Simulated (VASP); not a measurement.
Here is a VASP 6.6.1 calculation.

POSCAR

```
HfO2
1.0
    0.0000000000      2.5291823181      2.5291823181
    2.5291823181      0.0000000000      2.5291823181
    2.5291823181      2.5291823181      0.0000000000
Hf O
1 2
Direct
    0.0000000000      0.0000000000      0.0000000000
    0.2500000000      0.2500000000      0.2500000000
    0.7500000000      0.7500000000      0.7500000000
```

The input INCAR.step1:

```
PREC = Accurate ; ENCUT = 520
EDIFF = 1E-5 ; ISMEAR = 0
SIGMA = 0.01 ; LREAL = False
LASPH = True ; NELM = 80
ALGO = Normal ; ISIF = 2
LWAVE = True ; LCHARG = False
NBANDS = 18 ; GGA = PE
```

The input INCAR.step2:

```
PREC = Accurate ; ENCUT = 520
EDIFF = 1E-6 ; ISMEAR = 0
SIGMA = 0.01 ; LREAL = False
LASPH = True ; NELM = 80
ALGO = Normal ; ISIF = 2
LWAVE = False ; LCHARG = False
GGA = PE ; LHFCALC = True
AEXX = 0.35 ; HFSCREEN = 0.3
PRECFOCK = Normal ; NBANDS = 18
ISTART = 1
```

File KPOINTS:

```
regular mesh
0
Gamma
  4 4 4
```

Potentials or basis: VASP PAW PBE potentials, release 64 (Hf_pv, O).

Command:

```sh
$ cat potpaw_PBE.64/Hf_pv/POTCAR potpaw_PBE.64/O/POTCAR > POTCAR
$ cp INCAR.step1 INCAR
$ mpirun -np 1 vasp_std > vasp.out
$ cp INCAR.step2 INCAR
$ mpirun -np 1 vasp_std > vasp.out
```

(1) Estimate the band gap on the k mesh.

(2) Estimate the pressure.

## Answers

(1) 5.64 eV, direct.

(2) -7.7 GPa.

Caveat: the k points lie up to 0.54 Å⁻¹ apart; the PAW data sets were made with another functional, which shifts forces and pressure a little; spin-orbit coupling is left out, which moves the levels of the heavy elements.
